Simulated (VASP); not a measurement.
# BaAl2B4 (Cmmm) in VASP: single point with PBE

Aim: the single point of BaAl2B4 with PBE.

All numbers are computed with VASP 6.6.1; they aren't measurements. Logs are shortened: lines on timing, memory, paths and dates and some standing lists are left out, and cuts for length are marked.

### Step 1. The cell of the first run

The structure is orthorhombic, space group Cmmm (No. 65). The conventional cell has a = 3.839 Å, b = 12.962 Å, c = 3.798 Å, α = 90.00°, β = 90.00°, γ = 90.00°. Ba (site symmetry mmm) has 8 Al at 2.94 Å and 10 B at 3.11 to 3.94 Å and 4 Ba at 3.80 to 3.84 Å within 4.0 Å. Within 3.1 Å of Al (site symmetry m2m) lie 1 Al at 2.31 Å and 5 B at 2.32 to 2.87 Å and 4 Ba at 2.94 Å. Within 3.2 Å of B (site symmetry m2m) lie 3 Al at 2.32 to 2.87 Å and 8 B at 2.41 to 2.70 Å and 2 Ba at 3.11 Å. Within 3.2 Å of B (site symmetry m2m) lie 2 Al at 2.35 Å and 8 B at 2.37 to 2.70 Å and 2 Ba at 3.19 Å.

The cell was generated, and may not be a known phase.

### Step 2. Single point, PBE

Input file INCAR:

```
ALGO = Normal
EDIFF = 1E-6
ENCUT = 1230
GGA = PE
GGA_COMPAT = False
ISIF = 2
ISMEAR = 0
LASPH = True
LCHARG = False
LREAL = False
LWAVE = False
NBANDS = 23
NELM = 120
PREC = Accurate
SIGMA = 0.1
```

Input file KPOINTS:

```
k-points
0
Gamma
  6 6 4
```

Input file POSCAR:

```
BaAl2B4
1.0
    1.9196010100     -6.4810170400      0.0000000000
    1.9196010100      6.4810170400      0.0000000000
    0.0000000000      0.0000000000      3.7982354900
Ba Al B
1 2 4
Direct
    0.0000000000      0.0000000000      0.0000000000
    0.5892710100      0.4107289900      0.5000000000
    0.4107289900      0.5892710100      0.5000000000
    0.8103389900      0.1896610100      0.5000000000
    0.1896610100      0.8103389900      0.5000000000
    0.6961080000      0.3038920000      0.0000000000
    0.3038920000      0.6961080000      0.0000000000
```

Potentials or basis: VASP PAW PBE potentials, release 64 (Ba_sv, Al, B_h).

Run with:

```console
$ cat potpaw_PBE.64/Ba_sv/POTCAR potpaw_PBE.64/Al/POTCAR potpaw_PBE.64/B_h/POTCAR > POTCAR
$ mpirun -np 1 vasp_std > vasp.out
```

OUTCAR:

```text
EDIFF = 1E-6
   ENCUT = 1230
   GGA = PE
   ISIF = 2
   ISMEAR = 0
   LASPH = True
   LREAL = False
   NELM = 120
   PREC = Accurate

 ion  position               nearest neighbor table
   1  0.000  0.000  0.000-   2 2.94   2 2.94   3 2.94   3 2.94   2 2.94   2 2.94   3 2.94   3 2.94

   2  0.589  0.411  0.500-   3 2.31   5 2.32   5 2.32   6 2.35   6 2.35   1 2.94   1 2.94   1 2.94
                             1 2.94
   3  0.411  0.589  0.500-   2 2.31   4 2.32   4 2.32   7 2.35   7 2.35   1 2.94   1 2.94   1 2.94
                             1 2.94
   4  0.810  0.190  0.500-   3 2.32   3 2.32
   5  0.190  0.810  0.500-   2 2.32   2 2.32
   6  0.696  0.304  0.000-   2 2.35   2 2.35
   7  0.304  0.696  0.000-   3 2.35   3 2.35

  LATTYP: Found a base centered orthorhombic cell.
 ALAT       =     3.8392020200
 B/A-ratio  =     3.3762313138
 C/A-ratio  =     0.9893294154

  Lattice vectors:

 A1 = (   1.9196010100,  -6.4810170400,   0.0000000000)
 A2 = (   1.9196010100,   6.4810170400,   0.0000000000)
 A3 = (   0.0000000000,   0.0000000000,   3.7982354900)

Analysis of symmetry for initial positions (statically):
=====================================================================
 Subroutine PRICEL returns:
 Original cell was already a primitive cell.

 Routine SETGRP: Setting up the symmetry group for a
 base centered orthorhombic supercell.

 Subroutine GETGRP returns: Found  8 space group operations
 (whereof  8 operations were pure point group operations)
 out of a pool of  8 trial point group operations.

The static configuration has the point symmetry D_2h.

Analysis of symmetry for dynamics (positions and initial velocities):
=====================================================================
 Subroutine PRICEL returns:
 Original cell was already a primitive cell.

 Routine SETGRP: Setting up the symmetry group for a
 base centered orthorhombic supercell.

 Subroutine GETGRP returns: Found  8 space group operations
 (whereof  8 operations were pure point group operations)
 out of a pool of  8 trial point group operations.

The dynamic configuration has the point symmetry D_2h.

 Subroutine INISYM returns: Found  8 space group operations
 (whereof  8 operations are pure point group operations),
 and found     1 'primitive' translations

----------------------------------------------------------------------------------------

                                     Primitive cell

  volume of cell :      94.5074

  direct lattice vectors                    reciprocal lattice vectors
     1.919601010 -6.481017040  0.000000000     0.260470794 -0.077148385  0.000000000
     1.919601010  6.481017040  0.000000000     0.260470794  0.077148385  0.000000000
     0.000000000  0.000000000  3.798235490     0.000000000  0.000000000  0.263280147

  length of vectors
     6.759323184  6.759323184  3.798235490     0.271655863  0.271655863  0.263280147

  position of ions in fractional coordinates (direct lattice)
     0.000000000  0.000000000  0.000000000
     0.589271010  0.410728990  0.500000000
     0.410728990  0.589271010  0.500000000
     0.810338990  0.189661010  0.500000000
     0.189661010  0.810338990  0.500000000
     0.696108000  0.303892000  0.000000000
     0.303892000  0.696108000  0.000000000

  ion indices of the primitive-cell ions
   primitive index   ion index
                 1           1
                 2           2
                 3           3
                 4           4
                 5           5
                 6           6
                 7           7

----------------------------------------------------------------------------------------

 KPOINTS: k-points

Automatic generation of k-mesh.
 Grid dimensions read from file:
 generate k-points for:    6    6    4

 Generating k-lattice:

  Cartesian coordinates                     Fractional coordinates (reciprocal lattice)
     0.043411799 -0.012858064  0.000000000     0.166666667 -0.000000000  0.000000000
     0.043411799  0.012858064  0.000000000    -0.000000000  0.166666667  0.000000000
     0.000000000  0.000000000  0.065820037     0.000000000  0.000000000  0.250000000

  Length of vectors
     0.045275977  0.045275977  0.065820037

  Shift w.r.t. Gamma in fractional coordinates (k-lattice)
     0.000000000  0.000000000  0.000000000

 Subroutine IBZKPT returns following result:
 ===========================================

 Found     39 irreducible k-points:

 Following reciprocal coordinates:
            Coordinates               Weight
  0.000000  0.000000  0.000000      1.000000
  0.166667  0.000000  0.000000      4.000000
  0.333333 -0.000000  0.000000      4.000000
  0.500000 -0.000000  0.000000      2.000000
  0.166667  0.166667  0.000000      2.000000
  0.333333  0.166667  0.000000      4.000000
[... 16 lines left out ...]
  0.333333  0.333333  0.250000      4.000000
  0.500000  0.333333  0.250000      8.000000
 [... further k-points ...]
   k-points           NKPTS =     39   k-points in BZ     NKDIM =     39   number of bands    NBANDS=     23
   number of dos      NEDOS =    301   number of ions     NIONS =      7
   total plane-waves  NPLWV = 307200
   dimension x,y,z NGX =    80 NGY =   80 NGZ =   48
   dimension x,y,z NGXF=   160 NGYF=  160 NGZF=   96
   ions per type =               1   2   4
   NGX,Y,Z   is equivalent  to a cutoff of  19.68, 19.68, 21.01 a.u.
   NGXF,Y,Z  is equivalent  to a cutoff of  39.35, 39.35, 42.02 a.u.
 SYSTEM =  unknown system
   PREC   = accura    normal or accurate (medium, high low for compatibility)
   ISTART =      0    job   : 0-new  1-cont  2-samecut
   ICHARG =      2    charge: 1-file 2-atom 10-const
   ISPIN  =      1    spin polarized calculation?
   LNONCOLLINEAR =      F non collinear calculations
   LSORBIT =      F    spin-orbit coupling
   LASPH  =      T    aspherical Exc in radial PAW
   ENCUT  = 1230.0 eV  90.40 Ry    9.51 a.u.  19.33 19.33 10.86*2*pi/ulx,y,z
   NELM   =    120;   NELMIN=  2; NELMDL= -5     # of ELM steps
   EDIFF  = 0.1E-05   stopping-criterion for ELM
   LREAL  =      F    real-space projection
[... 7 lines left out ...]
   TEBEG  =    0.0;   TEEND  =   0.0 temperature during run
   PSTRESS=    0.0 pullay stress
   NELECT =      28.0000    total number of electrons
   NUPDOWN=      -1.0000    fix difference up-down
   EMIN   =  10.00;   EMAX   =-10.00  energy-range for DOS
   EFERMI =   0.00;   METHOD = LEGACY
   ISMEAR =     0;   SIGMA  =   0.10  broadening in eV -4-tet -1-fermi 0-gaus
   EFERMI_NEDOS =   21; number of points for ismear=-14 and -15
   IALGO  =     38    algorithm
   IMIX   =      4    mixing-type and parameters
     AMIX     =   0.40;   BMIX     =  1.00
     AMIX_MAG =   1.60;   BMIX_MAG =  1.00
  volume/ion in A,a.u.               =      13.50        91.11
  Fermi-wavevector in a.u.,A,eV,Ry     =   1.091370  2.062391 16.205754  1.191089
  Thomas-Fermi vector in A             =   2.227614
   LORBIT       =      0    0 simple, 1 ext, 2 COOP (PROOUT), +10 PAW based schemes
   GGA     = PE    functional components
   LHFCALC =     F    Hartree Fock is set to
   AEXX    =    0.0000 exact exchange contribution
   IVDW    =     0    specifies the selected vdW correction
   LEPSILON=     F    determine dielectric tensor
   LRPA    =     F    only Hartree local field effects (RPA)
 non-spin polarized calculation
 Gauss-broadening in eV      SIGMA  =   0.10
  energy-cutoff  :     1230.00
  volume of cell :       94.51
 maximum number of plane-waves:      9296
 NGX is ok and might be reduce to    80
   NGX = 39   NGY = 39   NGZ = 21

 number of electron      28.0000000 magnetization

 Free energy of the ion-electron system (eV)
  ---------------------------------------------------
  ext. energy  EPLUGINS =         0.00000000
  ---------------------------------------------------
  free energy    TOTEN  =       -26.97524033 eV

  energy without entropy =      -26.96521080  energy(sigma->0) =      -26.97022556

 E-fermi :   6.7892     XC(G=0): -10.8300

 val. band max:        6.7412391974   @ k =   0.5000  -0.0000   0.0000
 cond. band min:       6.8252158089   @ k =  -0.3333   0.1667   0.5000
 fundamental gap:      0.0839766115
 Fermi energy:         6.7891974279

 k-point     1 :       0.0000    0.0000    0.0000
  band No.  band energies     occupation
      1     -20.6953      2.00000
      2      -6.6491      2.00000
      3      -5.9437      2.00000
      4      -5.9208      2.00000
      5      -4.8912      2.00000
      6      -0.1726      2.00000
[... 15 lines left out ...]
     22      10.3305      0.00000
     23      10.7467      0.00000

 k-point     2 :       0.1667    0.0000    0.0000
  band No.  band energies     occupation
      1     -20.6640      2.00000
      2      -6.5785      2.00000
      3      -6.4825      2.00000
      4      -5.8723      2.00000
      5      -4.4959      2.00000
      6      -0.4641      2.00000
[... 15 lines left out ...]
     22      11.4832      0.00000
     23      12.3020      0.00000

 k-point     3 :       0.3333   -0.0000    0.0000
  band No.  band energies     occupation
      1     -20.5999      2.00000
      2      -7.2757      2.00000
      3      -6.3854      2.00000
      4      -5.7720      2.00000
      5      -3.6660      2.00000
      6      -1.2975      2.00000
[... 15 lines left out ...]
     22      10.8139      0.00000
     23      11.7488      0.00000

 k-point     4 :       0.5000   -0.0000    0.0000
  band No.  band energies     occupation
      1     -20.5672      2.00000
      2      -7.6009      2.00000
      3      -6.2729      2.00000
      4      -5.7199      2.00000
      5      -2.8032      2.00000
      6      -2.3057      2.00000
[... 15 lines left out ...]
     22      10.8372      0.00000
     23      12.0533      0.00000

 k-point     5 :       0.1667    0.1667    0.0000
  band No.  band energies     occupation
      1     -20.6000      2.00000
      2      -7.2786      2.00000
      3      -6.3505      2.00000
      4      -5.7724      2.00000
      5      -3.7533      2.00000
      6      -1.3930      2.00000
[... 15 lines left out ...]
     22      11.2883      0.00000
     23      11.9185      0.00000

 k-point     6 :       0.3333    0.1667    0.0000
  band No.  band energies     occupation
      1     -20.5672      2.00000
      2      -7.6007      2.00000
      3      -6.2739      2.00000
      4      -5.7199      2.00000
      5      -2.6991      2.00000
      6      -2.4489      2.00000
[... 15 lines left out ...]
     22      10.4986      0.00000
     23      12.4388      0.00000

 k-point     7 :       0.5000    0.1667    0.0000
  band No.  band energies     occupation
      1     -20.5998      2.00000
      2      -7.2688      2.00000
      3      -6.4533      2.00000
      4      -5.7712      2.00000
      5      -3.4753      2.00000
      6      -1.0885      2.00000
[... 353 lines left out ...]
     22      11.4650      0.00000
     23      12.4292      0.00000

 k-point    21 :      -0.3333    0.1667    0.2500
  band No.  band energies     occupation
      1     -20.5956      2.00000
      2      -6.8685      2.00000
      3      -6.4368      2.00000
      4      -6.2662      2.00000
      5      -3.6917      2.00000
      6      -0.5573      2.00000
[... 15 lines left out ...]
     22      10.8336      0.00000
     23      11.5184      0.00000

 k-point    22 :      -0.1667    0.1667    0.2500
  band No.  band energies     occupation
      1     -20.6253      2.00000
      2      -6.9499      2.00000
      3      -6.4843      2.00000
      4      -5.8363      2.00000
      5      -4.0474      2.00000
      6      -0.5701      2.00000
[... 15 lines left out ...]
     22      11.0142      0.00000
     23      11.2181      0.00000

 k-point    23 :       0.3333    0.3333    0.2500
  band No.  band energies     occupation
      1     -20.5350      2.00000
      2      -7.0571      2.00000
      3      -6.5991      2.00000
      4      -6.2670      2.00000
      5      -2.9836      2.00000
      6      -0.6321      2.00000
[... 15 lines left out ...]
     22      11.4948      0.00000
     23      12.8444      0.00000

 k-point    24 :       0.5000    0.3333    0.2500
  band No.  band energies     occupation
      1     -20.5955      2.00000
      2      -6.8525      2.00000
      3      -6.5077      2.00000
      4      -6.2665      2.00000
      5      -3.4996      2.00000
      6      -0.8046      2.00000
[... 15 lines left out ...]
     22      11.5986      0.00000
     23      11.8481      0.00000

 [... further k-points ...]
[... 5 lines left out ...]
  --------------------------------------------------------------------------------------
  -------------------------------------------------------------------------------------
  Total        4.3753656     -2.4626426      4.0083501      0.0000000      0.0000000      0.0000000
  in kB       74.1752321    -41.7489888     67.9532464      0.0000000      0.0000000      0.0000000
  external PRESSURE =      33.4598299 kB  Pullay stress =       0.0000000 kB

 VOLUME and BASIS-vectors are now :
 -----------------------------------------------------------------------------
  energy-cutoff  :     1230.00
  volume of cell :       94.51
      direct lattice vectors                 reciprocal lattice vectors
     1.919601010 -6.481017040  0.000000000     0.260470794 -0.077148385  0.000000000
     1.919601010  6.481017040  0.000000000     0.260470794  0.077148385  0.000000000
     0.000000000  0.000000000  3.798235490     0.000000000  0.000000000  0.263280147

 POSITION                                       TOTAL-FORCE (eV/Angst)
 -----------------------------------------------------------------------------------
      0.00000      0.00000      0.00000         0.000000     -0.000000      0.000000
      1.91960     -1.15713      1.89912         0.000000     -5.222925      0.000000
      1.91960      1.15713      1.89912         0.000000      5.222925      0.000000
      1.91960     -4.02262      1.89912         0.000000      1.251781      0.000000
      1.91960      4.02262      1.89912         0.000000     -1.251781     -0.000000
      1.91960     -2.54196      0.00000         0.000000     -1.542279      0.000000
      1.91960      2.54196      0.00000         0.000000      1.542279      0.000000
 -----------------------------------------------------------------------------------
    total drift:                               -0.000000      0.000000      0.000000

  FREE ENERGIE OF THE ION-ELECTRON SYSTEM (eV)
  ---------------------------------------------------
  free  energy   TOTEN  =       -26.9752403291 eV

  energy  without entropy=      -26.9652107992  energy(sigma->0) =      -26.97022556
```

It took 4.1 min on 1 thread of Intel Xeon 6975P-C (Granite Rapids), shared host; peak memory 0.82 GiB.

Results:

```
Free energy            : -26.9752 eV
Pressure               : 3.3 GPa
Largest force          : 5.223 eV/Å
Band gap on the k mesh : zero (bands 14 and 15 overlap by 2.08 eV)
```

Forces on the atoms (eV/Å):
```
Ba   0.000  0.000  0.000
Al   0.000 -5.223  0.000
Al   0.000  5.223  0.000
B    0.000  1.252  0.000
B    0.000 -1.252  0.000
B    0.000 -1.542  0.000
B    0.000  1.542  0.000
```

Caveat: the k points lie up to 0.41 Å⁻¹ apart, too coarse for converged energies and pressures of a metal; spin-orbit coupling is left out, which moves the levels of the heavy elements; forces of over 1 eV/Å act on the atoms, so gaps and moduli don't describe the material at rest.

The gap in the log of VASP goes by the Fermi energy; the results here count the filled bands.